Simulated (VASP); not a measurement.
# SrAl3O2 (P6/mmm) in VASP: notebook

SrAl3O2 is run at these levels: PBE; tasks: single point, relaxation of cell and atoms.

Everything below comes from runs of VASP 6.6.1. Logs are shortened: lines on timing, memory, paths and dates and some standing lists are left out, and cuts for length are marked.

### Step 1. The cell of the first run

The structure is hexagonal, space group P6/mmm (No. 191). The conventional cell has a = 6.210 Å, b = 6.210 Å, c = 3.102 Å, α = 90.00°, β = 90.00°, γ = 120.00°. Sr (site symmetry 6/mmm) has 2 Sr at 3.10 Å and 6 Al at 3.11 Å and 12 O at 3.91 Å within 4.1 Å. Within 3.1 Å of Al (site symmetry mmm) lie 4 O at 2.37 Å. O (site symmetry -6m2) has 6 Al at 2.37 Å within 3.1 Å.

### Step 2. Single point, PBE, collinear spin, ferromagnetic start

File INCAR:

```
SYSTEM = SrAl3O2
ALGO = Normal
EDIFF = 1E-6
ENCUT = 520
GGA = PE
ISIF = 2
ISMEAR = 0
ISPIN = 2
LASPH = .True.
LCHARG = .False.
LORBIT = 11
LREAL = .False.
LWAVE = .False.
MAGMOM = 0 0 0 0 1 1
NBANDS = 28
NELM = 150
PREC = Accurate
SIGMA = 0.1
```

File KPOINTS:

```
k-points
0
Gamma
  6 6 4
  0 0 0
```

File POSCAR:

```
SrAl3O2
1.0
    6.2104935163      0.0000000000      0.0000000000
   -3.1052467581      5.3784451551      0.0000000000
    0.0000000000      0.0000000000      3.1022398835
Sr Al O
1 3 2
Direct
    0.0000000000      0.0000000000      0.5000000000
    0.5000000000      0.0000000000      0.5000000000
    0.0000000000      0.5000000000      0.5000000000
    0.5000000000      0.5000000000      0.5000000000
    0.3333333333      0.6666666667      0.0000000000
    0.6666666667      0.3333333333      0.0000000000
```

Potentials or basis: VASP PAW PBE potentials, release 64 (Sr_sv, Al, O).

The run is started by

```
> cat potpaw_PBE.64/Sr_sv/POTCAR potpaw_PBE.64/Al/POTCAR potpaw_PBE.64/O/POTCAR > POTCAR
> mpirun -np 1 vasp_std > vasp.out
```

OUTCAR:

```text
SYSTEM = SrAl3O2
   EDIFF = 1E-6
   ENCUT = 520
   GGA = PE
   ISIF = 2
   ISMEAR = 0
   ISPIN = 2
   LASPH = .True.
   LORBIT = 11
   LREAL = .False.
   NELM = 150
   PREC = Accurate

 ion  position               nearest neighbor table
   1  0.000  0.000  0.500-   3 3.11   3 3.11   4 3.11   4 3.11   2 3.11   2 3.11
   2  0.500  0.000  0.500-   5 2.37   6 2.37   5 2.37   6 2.37   4 3.11   4 3.11   3 3.11   3 3.11
                             1 3.11   1 3.11
   3  0.000  0.500  0.500-   5 2.37   6 2.37   5 2.37   6 2.37   1 3.11   1 3.11   2 3.11   2 3.11
                             4 3.11   4 3.11
   4  0.500  0.500  0.500-   5 2.37   6 2.37   5 2.37   6 2.37   2 3.11   2 3.11   1 3.11   1 3.11
                             3 3.11   3 3.11
   5  0.333  0.667  0.000-   2 2.37   2 2.37   3 2.37   3 2.37   4 2.37   4 2.37
   6  0.667  0.333  0.000-   2 2.37   2 2.37   3 2.37   3 2.37   4 2.37   4 2.37

  LATTYP: Found a hexagonal cell.
 ALAT       =     6.2104935163
 C/A-ratio  =     0.4995158397

  Lattice vectors:

 A1 = (   6.2104935163,   0.0000000000,   0.0000000000)
 A2 = (  -3.1052467581,   5.3784451551,   0.0000000000)
 A3 = (   0.0000000000,   0.0000000000,   3.1022398835)

Analysis of symmetry for initial positions (statically):
=====================================================================
 Subroutine PRICEL returns:
 Original cell was already a primitive cell.

 Routine SETGRP: Setting up the symmetry group for a
 hexagonal supercell.

 Subroutine GETGRP returns: Found 24 space group operations
 (whereof 24 operations were pure point group operations)
 out of a pool of 24 trial point group operations.

The static configuration has the point symmetry D_6h.

Analysis of symmetry for dynamics (positions and initial velocities):
=====================================================================
 Subroutine PRICEL returns:
 Original cell was already a primitive cell.

 Routine SETGRP: Setting up the symmetry group for a
 hexagonal supercell.

 Subroutine GETGRP returns: Found 24 space group operations
 (whereof 24 operations were pure point group operations)
 out of a pool of 24 trial point group operations.

The dynamic configuration has the point symmetry D_6h.

Analysis of structural, dynamic, and magnetic symmetry:
=====================================================================
 Subroutine PRICEL returns:
 Original cell was already a primitive cell.

 Routine SETGRP: Setting up the symmetry group for a
 hexagonal supercell.

 Subroutine GETGRP returns: Found 24 space group operations
 (whereof 24 operations were pure point group operations)
 out of a pool of 24 trial point group operations.

The overall configuration has the point symmetry D_6h.

 Subroutine INISYM returns: Found 24 space group operations
 (whereof 24 operations are pure point group operations),
 and found     1 'primitive' translations

----------------------------------------------------------------------------------------

                                     Primitive cell

  volume of cell :     103.6235

  direct lattice vectors                    reciprocal lattice vectors
     6.210493516  0.000000000  0.000000000     0.161017800  0.092963670  0.000000000
    -3.105246758  5.378445155  0.000000000     0.000000000  0.185927340  0.000000000
     0.000000000  0.000000000  3.102239883     0.000000000  0.000000000  0.322347735

  length of vectors
     6.210493516  6.210493516  3.102239883     0.185927340  0.185927340  0.322347735

  position of ions in fractional coordinates (direct lattice)
     0.000000000  0.000000000  0.500000000
     0.500000000  0.000000000  0.500000000
     0.000000000  0.500000000  0.500000000
     0.500000000  0.500000000  0.500000000
     0.333333333  0.666666667  0.000000000
     0.666666667  0.333333333  0.000000000

  ion indices of the primitive-cell ions
   primitive index   ion index
                 1           1
                 2           2
                 3           3
                 4           4
                 5           5
                 6           6

----------------------------------------------------------------------------------------

 KPOINTS: k-points

Automatic generation of k-mesh.
[... 45 lines left out ...]
   number of dos      NEDOS =    301   number of ions     NIONS =      6
   total plane-waves  NPLWV =  55296
   dimension x,y,z NGX =    48 NGY =   48 NGZ =   24
   dimension x,y,z NGXF=    96 NGYF=   96 NGZF=   48
   ions per type =               1   3   2
   NGX,Y,Z   is equivalent  to a cutoff of  12.85, 12.85, 12.86 a.u.
   NGXF,Y,Z  is equivalent  to a cutoff of  25.70, 25.70, 25.72 a.u.
 SYSTEM =  SrAl3O2
   PREC   = accura    normal or accurate (medium, high low for compatibility)
   ISTART =      0    job   : 0-new  1-cont  2-samecut
   ICHARG =      2    charge: 1-file 2-atom 10-const
   ISPIN  =      2    spin polarized calculation?
   LNONCOLLINEAR =      F non collinear calculations
   LSORBIT =      F    spin-orbit coupling
   LASPH  =      T    aspherical Exc in radial PAW
   ENCUT  =  520.0 eV  38.22 Ry    6.18 a.u.  11.55 11.55  5.77*2*pi/ulx,y,z
   NELM   =    150;   NELMIN=  2; NELMDL= -5     # of ELM steps
   EDIFF  = 0.1E-05   stopping-criterion for ELM
   LREAL  =      F    real-space projection
   EDIFFG = 0.1E-04   stopping-criterion for IOM
   NSW    =      0    number of steps for IOM
   IBRION =     -1    ionic relax: 0-MD 1-quasi-New 2-CG
   NFREE  =      0    steps in history (QN), initial steepest desc. (CG)
   ISIF   =      2    stress and relaxation
   ISYM   =      2    0-nonsym 1-usesym 2-fastsym
   POTIM  = 0.5000    time-step for ionic-motion
   TEBEG  =    0.0;   TEEND  =   0.0 temperature during run
   PSTRESS=    0.0 pullay stress
   NELECT =      31.0000    total number of electrons
   NUPDOWN=      -1.0000    fix difference up-down
   EMIN   =  10.00;   EMAX   =-10.00  energy-range for DOS
   EFERMI =   0.00;   METHOD = LEGACY
   ISMEAR =     0;   SIGMA  =   0.10  broadening in eV -4-tet -1-fermi 0-gaus
   EFERMI_NEDOS =   21; number of points for ismear=-14 and -15
   IALGO  =     38    algorithm
   IMIX   =      4    mixing-type and parameters
     AMIX     =   0.40;   BMIX     =  1.00
     AMIX_MAG =   1.60;   BMIX_MAG =  1.00
  volume/ion in A,a.u.               =      17.27       116.55
  Fermi-wavevector in a.u.,A,eV,Ry     =   1.094904  2.069068 16.310861  1.198814
  Thomas-Fermi vector in A             =   2.231217
   LORBIT       =     11    0 simple, 1 ext, 2 COOP (PROOUT), +10 PAW based schemes
   GGA     = PE    functional components
   LHFCALC =     F    Hartree Fock is set to
   AEXX    =    0.0000 exact exchange contribution
   IVDW    =     0    specifies the selected vdW correction
   LEPSILON=     F    determine dielectric tensor
   LRPA    =     F    only Hartree local field effects (RPA)
 spin polarized calculation
 Gauss-broadening in eV      SIGMA  =   0.10
  energy-cutoff  :      520.00
  volume of cell :      103.62
 maximum number of plane-waves:      2868
 NGX is ok and might be reduce to    48
   NGX = 23   NGY = 23   NGZ = 11

 number of electron      31.0000001 magnetization      -0.0351059

 number of electron      31.0000001 magnetization       0.0002319

 Free energy of the ion-electron system (eV)
  ---------------------------------------------------
  ext. energy  EPLUGINS =         0.00000000
  ---------------------------------------------------
  free energy    TOTEN  =       -24.45974638 eV

  energy without entropy =      -24.44743649  energy(sigma->0) =      -24.45359144

 E-fermi :   5.4795     XC(G=0):  -9.7825

 val. band max:        5.4457691144   @ k =   0.5000   0.0000   0.2500
 cond. band min:       5.5190855852   @ k =   0.1667   0.0000   0.0000
 fundamental gap:      0.0733164709
 Fermi energy:         5.4795058927

 spin component 1

 k-point     1 :       0.0000    0.0000    0.0000
  band No.  band energies     occupation
      1     -30.3937      1.00000
      2     -13.4603      1.00000
      3     -13.1650      1.00000
      4     -12.4431      1.00000
      5     -12.4431      1.00000
      6     -11.8936      1.00000
[... 619 lines left out ...]
     26      12.2927      0.00000
     27      12.2927      0.00000
 Fermi energy:         5.4795058927

 spin component 2

 k-point     1 :       0.0000    0.0000    0.0000
  band No.  band energies     occupation
      1     -30.3936      1.00000
      2     -13.4603      1.00000
      3     -13.1650      1.00000
      4     -12.4431      1.00000
      5     -12.4431      1.00000
      6     -11.8937      1.00000
[... 619 lines left out ...]
     26      12.2928      0.00000
     27      12.2928      0.00000
 [bands above 27 left out]

------------------------ aborting loop because EDIFF is reached ----------------------------------------

  FORCE on cell =-STRESS in cart. coord.  units (eV):
  Direction    XX          YY          ZZ          XY          YZ          ZX
  --------------------------------------------------------------------------------------
  -------------------------------------------------------------------------------------
  Total        0.1445839      0.1445839      0.0499581      0.0000000      0.0000000      0.0000000
  in kB        2.2354872      2.2354872      0.7724289      0.0000000      0.0000000      0.0000000
  external PRESSURE =       1.7478011 kB  Pullay stress =       0.0000000 kB

 VOLUME and BASIS-vectors are now :
 -----------------------------------------------------------------------------
  energy-cutoff  :      520.00
  volume of cell :      103.62
      direct lattice vectors                 reciprocal lattice vectors
     6.210493516  0.000000000  0.000000000     0.161017800  0.092963670  0.000000000
    -3.105246758  5.378445155  0.000000000     0.000000000  0.185927340  0.000000000
     0.000000000  0.000000000  3.102239883     0.000000000  0.000000000  0.322347735

 POSITION                                       TOTAL-FORCE (eV/Angst)
 -----------------------------------------------------------------------------------
      0.00000      0.00000      1.55112         0.000000      0.000000      0.000000
      3.10525      0.00000      1.55112         0.000000      0.000000      0.000000
     -1.55262      2.68922      1.55112        -0.000000      0.000000      0.000000
      1.55262      2.68922      1.55112         0.000000      0.000000      0.000000
     -0.00000      3.58563      0.00000         0.000000      0.000000      0.000000
      3.10525      1.79282      0.00000        -0.000000     -0.000000      0.000000
 -----------------------------------------------------------------------------------
    total drift:                               -0.000000      0.000000      0.000000

  FREE ENERGIE OF THE ION-ELECTRON SYSTEM (eV)
  ---------------------------------------------------
  free  energy   TOTEN  =       -24.4597463834 eV

  energy  without entropy=      -24.4474364933  energy(sigma->0) =      -24.45359144

 total charge

# of ion       s       p       d       tot
------------------------------------------
    1        2.079   5.724   0.365   8.168
    2        0.488   0.216   0.000   0.705
    3        0.488   0.216   0.000   0.705
    4        0.488   0.216   0.000   0.705
    5        1.609   3.267   0.000   4.877
    6        1.609   3.267   0.000   4.877
--------------------------------------------------
tot          6.763  12.908   0.365  20.036

 magnetization (x)

# of ion       s       p       d       tot
------------------------------------------
    1        0.000   0.000  -0.000   0.000
    2        0.000   0.000   0.000   0.000
    3        0.000   0.000   0.000   0.000
    4        0.000   0.000   0.000   0.000
    5       -0.000  -0.000   0.000  -0.000
    6       -0.000  -0.000   0.000  -0.000
--------------------------------------------------
tot          0.000  -0.000  -0.000   0.000
```

It took 79 s on 1 thread of Intel Xeon 6975P-C (Granite Rapids), shared host; peak memory 0.31 GiB.

What came out:

| Property | Result |
| --- | --- |
| Free energy | -24.4597 eV |
| Pressure | 0.2 GPa |
| Net moment | 0.00 μB per cell |
| Valence electrons inside the program's atomic spheres | Sr 8.17; Al 0.70; O 4.88 |

Caveat: the k points lie up to 0.51 Å⁻¹ apart.

### Step 3. Single point, PBE, collinear spin, ferromagnetic start

This run uses another cell than the first one, of 17.39 Å³/atom, 1.007 times its volume.

File INCAR:

```
PREC = Accurate
ENCUT = 520
EDIFF = 1E-6
ISMEAR = 0
SIGMA = 0.1
LREAL = F
LASPH = T
NELM = 150
ALGO = Normal
ISIF = 2
LWAVE = F
LCHARG = F
ISPIN = 2
MAGMOM = 0 0 0 0 1 1
LORBIT = 11
GGA = PE
NBANDS = 28
```

File KPOINTS:

```
regular mesh
0
Gamma
  6 6 4
```

File POSCAR:

```
SrAl3O2
1.0
    4.9618168400      0.0000000000      0.0000000000
   -2.4809084200      4.2970594300      0.0000000000
    0.0000000000      0.0000000000      4.8928511700
Sr Al O
1 3 2
Direct
    0.0000000000      0.0000000000      0.5000000000
    0.5000000000      0.0000000000      0.5000000000
    0.0000000000      0.5000000000      0.5000000000
    0.5000000000      0.5000000000      0.5000000000
    0.3333333300      0.6666666700      0.0000000000
    0.6666666700      0.3333333300      0.0000000000
```

Potentials or basis: VASP PAW PBE potentials, release 64 (Sr_sv, Al, O).

The run is started by

```
> cat potpaw_PBE.64/Sr_sv/POTCAR potpaw_PBE.64/Al/POTCAR potpaw_PBE.64/O/POTCAR > POTCAR
> mpirun -np 1 vasp_std > vasp.out
```

Run time: 2.6 min. Hardware: 1 thread of Intel Xeon 6975P-C (Granite Rapids), shared host; peak memory 0.31 GiB.

It converged, with:

- Free energy: -14.3109 eV
- Pressure: 20.9 GPa
- Net moment: 0.68 μB per cell
- Site moments: Sr -0.01; Al -0.00; O +0.35 μB
- Valence electrons inside the program's atomic spheres: Sr 8.73; Al 0.90; O 4.72

Stress tensor (GPa, compression positive):
```
 46.31   0.00   0.00
  0.00  46.31   0.00
  0.00   0.00 -29.81
```

Levels at points of the mesh, in eV from the Fermi level:
Spin up:
```csv
k point,band 13,band 14,band 15,band 16,band 17,band 18,band 19,band 20
"(0.00, 0.00, 0.00)",-1.09,-1.09,-1.04,-1.04,2.39,2.39,2.53,2.75
"(0.50, 0.00, 0.00)",-1.15,-1.12,-1.02,0.15,0.61,1.94,2.18,3.41
"(0.00, 0.00, 0.50)",-1.26,-1.12,-1.12,0.18,0.20,2.11,2.11,2.86
"(0.50, 0.00, 0.50)",-0.65,-0.65,-0.63,-0.40,-0.29,0.48,2.65,2.93
```
Spin down:
| k point | band 13 | band 14 | band 15 | band 16 | band 17 | band 18 |
| --- | --- | --- | --- | --- | --- | --- |
| (0.00, 0.00, 0.00) | -0.56 | -0.56 | -0.43 | -0.43 | 2.49 | 2.49 |
| (0.50, 0.00, 0.00) | -0.73 | -0.69 | -0.44 | 0.61 | 0.83 | 1.85 |
| (0.00, 0.00, 0.50) | -0.98 | -0.47 | -0.47 | 0.15 | 0.44 | 2.08 |
| (0.50, 0.00, 0.50) | -0.45 | -0.38 | -0.34 | -0.31 | 0.15 | 0.77 |

### Step 4. Relaxation of cell and atoms, PBE

File INCAR:

```
SYSTEM = SrAl3O2
PREC = Accurate
ENCUT = 600
EDIFF = 1E-6
ISMEAR = 0
SIGMA = 0.1
LREAL = .False.
LASPH = .True.
NELM = 60
ALGO = Normal
ISIF = 3
LWAVE = .False.
LCHARG = .False.
GGA = PE
IBRION = 2
NSW = 100
EDIFFG = -0.01
```

File KPOINTS:

```
Automatic mesh
0
Gamma
  6 6 12
  0 0 0
```

File POSCAR:

```
SrAl3O2
1.0
    6.2104935163      0.0000000000      0.0000000000
   -3.1052467581      5.3784451551      0.0000000000
    0.0000000000      0.0000000000      3.1022398835
Sr Al O
1 3 2
Direct
    0.0000000000      0.0000000000      0.5000000000
    0.5000000000      0.0000000000      0.5000000000
    0.0000000000      0.5000000000      0.5000000000
    0.5000000000      0.5000000000      0.5000000000
    0.3333333333      0.6666666667      0.0000000000
    0.6666666667      0.3333333333      0.0000000000
```

The run is started by

```
> cat potpaw_PBE.64/Sr_sv/POTCAR potpaw_PBE.64/Al/POTCAR potpaw_PBE.64/O/POTCAR > POTCAR
> mpirun -np 1 vasp_std > vasp.out
```

Run time: 3.2 min. Hardware: 1 thread of Intel Xeon 6975P-C (Granite Rapids), shared host; peak memory 0.33 GiB.

It converged, with:

| Quantity | Value |
| --- | --- |
| Free energy | -24.4685 eV |
| Relaxed volume | 17.33 Å³/atom |
| Relaxed cell | a = 6.220 Å, b = 6.220 Å, c = 3.104 Å, α = 90.00°, β = 90.00°, γ = 120.00° |
| Space group after relaxing (to 0.05 Å) | P6/mmm (No. 191) |
| Energy gained by relaxing | 0.1 meV/atom |
| Ionic steps | 2 |
| Pressure after relaxing | 0.0 GPa |

The path:
```tsv
step	energy change (eV)	largest force (eV/Å)	pressure (GPa)	volume (Å³)
1	0.0000	0.0000	0.22	103.62
2	-0.0003	0.0000	0.02	103.98
```

Final structure:
```
Sr Al O
1.0
     6.21973    0.00000    0.00000
    -3.10987    5.38645    0.00000
     0.00000    0.00000    3.10354
Sr Al O
1 3 2
Direct
  0.00000 0.00000 0.50000
  0.50000 0.00000 0.50000
  0.00000 0.50000 0.50000
  0.50000 0.50000 0.50000
  0.33333 0.66667 0.00000
  0.66667 0.33333 0.00000
```

Levels at points of the mesh, in eV from the Fermi level:
| k point | band 12 | band 13 | band 14 | band 15 | band 16 | band 17 | band 18 | band 19 |
| --- | --- | --- | --- | --- | --- | --- | --- | --- |
| (0.00, 0.00, 0.00) | -3.76 | -3.56 | 0.04 | 0.05 | 0.05 | 0.11 | 0.11 | 1.11 |
| (0.50, 0.00, 0.00) | -3.63 | -2.92 | -2.41 | -1.77 | 0.14 | 0.41 | 0.41 | 1.11 |
| (0.00, 0.00, 0.50) | -4.15 | -1.66 | -1.66 | -0.71 | -0.31 | 0.41 | 0.41 | 0.67 |
| (0.50, 0.00, 0.50) | -3.92 | -2.14 | -1.45 | -0.41 | -0.01 | 0.61 | 0.82 | 0.84 |

Caveat: an odd number of electrons without spin polarisation forces a metal; a magnetic or distorted state may lie lower.

### Step 5. Summary

| task | spin | cell | k mesh | cutoff (eV) | gap on the mesh (eV) | pressure (GPa) | moment (μB) |
| --- | --- | --- | --- | --- | --- | --- | --- |
| single point | collinear, ferromagnetic start | a = 6.210, b = 6.210, c = 3.102 Å, angles 90.0, 90.0, 120.0°, 6 atoms | 6 × 6 × 4 | 520 | none | 0.2 | 0.00 |
| single point | collinear, ferromagnetic start | a = 4.962, b = 4.962, c = 4.893 Å, angles 90.0, 90.0, 120.0°, 6 atoms | 6 × 6 × 4 | 520 | none | 20.9 | 0.68 |
| relaxation of cell and atoms | off | relaxed from a = 6.210, b = 6.210, c = 3.102 Å, angles 90.0, 90.0, 120.0°, 6 atoms | 6 × 6 × 12 | 600 | none | 0.0 | - |

Alike in all rows: level PBE; potentials or basis VASP PAW PBE potentials, release 64 (Sr_sv, Al, O); smearing gaussian 0.1 eV.

Caveats: some runs use coarse meshes; an odd number of electrons without spin polarisation forces a metal (some runs); a magnetic or distorted state may lie lower (some runs).

Total energies depend on the potentials used, so only differences within one code and one set of settings carry meaning.
